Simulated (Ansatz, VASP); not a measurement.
**One calculation of GaN, two programs**

Contents of INCAR:

```
  PREC = Accurate
  ENCUT = 520
  EDIFF = 1E-7
  ISMEAR = 0
  SIGMA = 0.05
  LREAL = False
  LASPH = True
  NELM = 80
  ALGO = Normal
  ISIF = 2
  LWAVE = False
  LCHARG = True
  GGA = RE
  IVDW = 13
  LELF = True
  LVHAR = True
  NBANDS = 16
```

The input KPOINTS:

```
regular mesh
0
Gamma
  10 10 10
```

The input POSCAR:

```
GaN
1.0
    0.0000000000      2.1116352507      2.1116352507
    2.1116352507      0.0000000000      2.1116352507
    2.1116352507      2.1116352507      0.0000000000
Ga N
1 1
Direct
    0.5000000000      0.5000000000      0.5000000000
    0.0000000000      0.0000000000      0.0000000000
```

Input for Ansatz:

```yaml
crystal:
  lattice:
    - [0.0, 2.1116352507, 2.1116352507]
    - [2.1116352507, 0.0, 2.1116352507]
    - [2.1116352507, 2.1116352507, 0.0]
  atoms:
    - { symbol: Ga, position: [0.5, 0.5, 0.5] }
    - { symbol: "N", position: [0.0, 0.0, 0.0] }
basis:
  ecutwfc: 420
  ecutrho_ratio: 4
kpoints:
  mp_grid: { grid: [10, 10, 10] }
hamiltonian:
  xc: revpbe
  dispersion: d4
scf:
  occupations: { method: gaussian, width: 0.05 }
output:
  forces: true
  stress: true
  eigenvalues: true
```

Alike in both runs: task single point; functional revPBE; dispersion D4; k mesh 10 × 10 × 10; occupations gaussian, width 0.05 eV; no spin polarisation.

|  | VASP | Ansatz |
| --- | --- | --- |
| version | VASP 6.6.1 | Ansatz 0.2.0 |
| potentials or method | VASP PAW PBE potentials, release 64 (Ga_d, N), cutoff 520 eV | scalar-relativistic, plane waves, PAW |
| valence electrons in the cell | 18 | 18 |

```csv
,VASP,Ansatz,Ansatz less VASP
gap on the k mesh at the Fermi level (eV),0.71,0.72,+0.012
least direct gap on the mesh (eV),2.79,2.78,-0.006
pressure (GPa),-3.6,-4.4,-0.87
```

VASP's potentials were made for PBE, not for revPBE.
